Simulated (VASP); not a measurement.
Input of a VASP 6.6.1 run:

File POSCAR:

```
TaAs3O
1.0
    3.0679950800      5.2998306700     -0.0150144600
   -2.9984188200      5.2596611500     -0.0216651800
    0.0059198300     -0.0188453600      5.3964405400
As Ta O
6 2 2
Direct
    0.1518810000      0.1552650000      0.2728710000
    0.8014970000      0.3343560000      0.7400950000
    0.6388800000      0.1787840000      0.2687780000
    0.8419320000      0.8143740000      0.7505140000
    0.1759090000      0.6816900000      0.2245230000
    0.3296370000      0.8313770000      0.7508900000
    0.6583700000      0.6666710000      0.2447300000
    0.3632550000      0.3011950000      0.7529540000
    0.0035790000      0.0116590000      0.9803530000
    0.9917470000      0.0065180000      0.4951070000
```

Contents of INCAR.step1:

```
PREC = Accurate
ENCUT = 660
ISMEAR = 0
SIGMA = 0.0922
LREAL = False
LASPH = True
NELM = 120
NBANDS = 43
GGA = PE
ALGO = Normal
EDIFF = 1E-5
LWAVE = True
LCHARG = False
GGA_COMPAT = False
```

INCAR.step2

```
PREC = Accurate
ENCUT = 660
EDIFF = 1E-6
ISMEAR = 0
SIGMA = 0.0922
LREAL = False
LASPH = True
NELM = 120
ALGO = Normal
ISIF = 2
LWAVE = False
LCHARG = False
METAGGA = R2SCAN
LMIXTAU = True
NBANDS = 43
ISTART = 1
GGA_COMPAT = False
```

KPOINTS

```
Automatic mesh
0
Gamma
  4 4 4
  0 0.5 0.5
```

Potentials or basis: VASP PAW PBE potentials, release 64 (As, Ta_pv, O).

The run is started by

```bash
$ cat potpaw_PBE.64/As/POTCAR potpaw_PBE.64/Ta_pv/POTCAR potpaw_PBE.64/O/POTCAR > POTCAR
$ cp INCAR.step1 INCAR
$ mpirun -np 1 vasp_std > vasp.out
$ cp INCAR.step2 INCAR
$ mpirun -np 1 vasp_std > vasp.out
```

What does it give for the band gap on the k mesh?

Zero (bands 32 and 33 overlap by 0.51 eV).

What does it give for the pressure?

-8.7 GPa.

Predict the largest force.

2.597 eV/Å.

Stress tensor (GPa, compression positive):
```
 -7.74   1.27   0.14
  1.27  -7.90   0.03
  0.14   0.03 -10.34
```

Caveat: the cell stands under tension; the PAW data sets were made with another functional, which shifts forces and pressure a little; spin-orbit coupling is left out, which moves the levels of the heavy elements.
